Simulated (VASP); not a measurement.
Input of a VASP 6.6.1 run:

The input INCAR:

```
SYSTEM = Ta2N
PREC = Accurate
ENCUT = 520
EDIFF = 1E-6
ISMEAR = 0
SIGMA = 0.15
LREAL = .False.
LASPH = .True.
NELM = 80
ALGO = Normal
ISIF = 2
LWAVE = .False.
LCHARG = .True.
LELF = .True.
LVHAR = .True.
NBANDS = 50
```

File KPOINTS:

```
Automatic mesh
0
Gamma
  9 9 8
  0 0 0
```

POSCAR

```
Ta2N
1.0
    5.3378662704      0.0000000000      0.0000000000
   -2.6689331352      4.6227277921      0.0000000000
    0.0000000000      0.0000000000      4.6861127988
Ta N
6 3
Direct
    0.6549760690      0.6549760690      0.7526041962
    0.0000000000      0.3450239310      0.7526041962
    0.3450239310      0.0000000000      0.7526041962
    0.3450239310      0.3450239310      0.2473958038
    0.0000000000      0.6549760690      0.2473958038
    0.6549760690      0.0000000000      0.2473958038
    0.6666666667      0.3333333333      0.5000000000
    0.3333333333      0.6666666667      0.5000000000
    0.0000000000      0.0000000000      0.0000000000
```

Potentials or basis: VASP PAW LDA potentials, release 64 (Ta_pv, N).

Launch:

```sh
$ cat potpaw_LDA.64/Ta_pv/POTCAR potpaw_LDA.64/N/POTCAR > POTCAR
$ mpirun -np 1 vasp_std > vasp.out
```

Q: What does it give for the largest force?

A: 1.689 eV/Å.

Q: Predict the pressure.

A: 3.3 GPa.

Forces on the atoms (eV/Å):
```
Ta   0.785  1.359  0.626
Ta   0.785 -1.359  0.626
Ta  -1.569  0.000  0.626
Ta  -0.785 -1.359 -0.626
Ta  -0.785  1.359 -0.626
Ta   1.569  0.000 -0.626
N    0.000  0.000  0.000
N    0.000  0.000  0.000
N    0.000  0.000  0.000
```

Caveat: forces of over 1 eV/Å act on the atoms, so gaps and moduli don't describe the material at rest.
